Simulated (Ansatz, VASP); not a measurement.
**EuO: VASP beside Ansatz**

```
CELL_PARAMETERS angstrom
0.00000 2.57195 2.57195
2.57195 0.00000 2.57195
2.57195 2.57195 0.00000
ATOMIC_POSITIONS crystal
Eu 0.00000 0.00000 0.00000
O 0.50000 0.50000 0.50000
```

Alike in both runs: task single point; functional PBE; k mesh 8 × 8 × 8; occupations fermi-dirac, width 0.1 eV; collinear spin; Hubbard terms Eu f U = 3.0 eV.

|  | VASP | Ansatz |
| --- | --- | --- |
| version | VASP 6.6.1 | Ansatz 0.2.0 |
| potentials or method | VASP PAW PBE potentials, release 64 (Eu, O), cutoff 600 eV | plane waves, PAW |
| valence electrons in the cell | 23 | 23 |

Ansatz gave:

```
gap on the k mesh at the Fermi level (eV)                     : none
pressure (GPa)                                                : -0.9
net moment per atom (μB)                                      : 3.50
size of the moment on the site where the two differ most (μB) : 6.70
```

Question: What did VASP give for the same quantities?

Answer: gap on the k mesh at the Fermi level (eV): none; pressure (GPa): -1.4; net moment per atom (μB): 3.50; size of the moment on the site where the two differ most (μB): 6.67.

Site moments also hang on the region over which each program counts them. The programs project onto different local orbitals, so the same U acts differently, and such runs can settle in different states. A gap of «none» marks a metal or a gap that the smearing closes. Ansatz's warnings: filled band counts differ across k points, given moment on shells, stability check not made.

Neither program's run includes spin-orbit coupling.
